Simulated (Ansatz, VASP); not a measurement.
# AlN in VASP and in Ansatz

Contents of INCAR:

```
PREC = Accurate
ENCUT = 600
EDIFF = 1E-6
ISMEAR = 0
SIGMA = 0.02
LREAL = False
LASPH = True
NELM = 120
ALGO = Normal
ISIF = 2
LWAVE = False
LCHARG = False
GGA = PE
NBANDS = 11
GGA_COMPAT = False
```

Contents of KPOINTS:

```
regular mesh
0
Gamma
  10 10 10
```

POSCAR

```
AlN
1.0
    0.0000000000      2.2015870953      2.2015870953
    2.2015870953      0.0000000000      2.2015870953
    2.2015870953      2.2015870953      0.0000000000
Al N
1 1
Direct
    0.0000000000      0.0000000000      0.0000000000
    0.2500000000      0.2500000000      0.2500000000
```

Input for Ansatz:

```yaml
crystal:
  lattice:
    - [0.0, 2.2015870953, 2.2015870953]
    - [2.2015870953, 0.0, 2.2015870953]
    - [2.2015870953, 2.2015870953, 0.0]
  atoms:
    - { symbol: Al, position: [0.0, 0.0, 0.0] }
    - { symbol: "N", position: [0.25, 0.25, 0.25] }
basis:
  ecutwfc: 420
kpoints:
  mp_grid: { grid: [10, 10, 10] }
  band_path:
    path:
      - [[0.0, 0.0, 0.0], [-0.5, -0.5, 0.0], [-0.375, -0.375, 0.25]]
      - [[-0.375, 0.0, 0.375], [0.0, 0.0, 0.0], [0.0, 0.0, 0.5], [-0.5, -0.25, 0.25], [-0.5, -0.5, 0.0]]
    npoints: 10
hamiltonian:
  xc: pbe
  pseudopotentials: { kind: paw }
scf:
  occupations: { method: gaussian, width: 0.02 }
  n_extra_bands: 7
output:
  forces: true
  stress: true
  eigenvalues: true
```

Alike in both runs: task single point; functional PBE; k mesh 10 × 10 × 10; occupations gaussian, width 0.02 eV; no spin polarisation.

|  | VASP | Ansatz |
| --- | --- | --- |
| version | VASP 6.6.1 | Ansatz 0.2.0 |
| potentials or method | VASP PAW PBE potentials, release 64 (Al, N), cutoff 600 eV | scalar-relativistic, plane waves, PAW |
| valence electrons in the cell | 8 | 8 |

```tsv
	VASP	Ansatz	Ansatz less VASP
gap on the k mesh at the Fermi level (eV)	3.31	3.31	+0.007
least direct gap on the mesh (eV)	3.98	3.98	-0.009
pressure (GPa)	-0.4	0.0	+0.41
```
